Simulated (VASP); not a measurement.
A run of VASP 6.6.1 is set up as follows.

INCAR

```
ALGO = Normal
EDIFF = 1E-6
EDIFFG = -0.01
ENCUT = 600
GGA = CA
IBRION = 2
ISIF = 3
ISMEAR = -1
LASPH = True
LCHARG = False
LREAL = False
LWAVE = False
NELM = 80
NSW = 80
PREC = Accurate
PSTRESS = 20.0
SIGMA = 0.1
```

File KPOINTS:

```
k-points
0
Gamma
  5 5 5
```

The input POSCAR:

```
Ca3Mg
1.0
    5.2888130000      0.0000000000      0.0000000000
    0.0000000000      5.2888130000      0.0000000000
    0.0000000000      0.0000000000      5.2888130000
Ca Mg
3 1
Direct
    0.5000000000      0.5000000000      0.0000000000
    0.0000000000      0.5000000000      0.5000000000
    0.5000000000      0.0000000000      0.5000000000
    0.0000000000      0.0000000000      0.0000000000
```

Potentials or basis: VASP PAW LDA potentials, release 64 (Ca_sv, Mg).

Command:

```console
$ cat potpaw_LDA.64/Ca_sv/POTCAR potpaw_LDA.64/Mg/POTCAR > POTCAR
$ mpirun -np 1 vasp_std > vasp.out
```

What does it give for the relaxed volume?

30.64 Å³/atom.

Estimate the band gap on the k mesh.

zero (bands 16 and 17 overlap by 0.43 eV).

Estimate the space group after relaxing (to 0.1 Å).

Pm-3m (No. 221).

The path:
```
step  energy change (eV)  largest force (eV/Å)  pressure (GPa)  volume (Å³)
   1              0.0000                0.0000           -2.19       147.94
   2             -0.1087                0.0000            0.75       128.16
   3             -0.0675                0.0000            1.88       123.08
   4             -0.0613                0.0000            2.01       122.56
```

Caveat: the cell is relaxed towards a set pressure, so the run minimises the enthalpy, not the energy; the volume moved by over 15 % at a fixed basis, so the end points are rough.
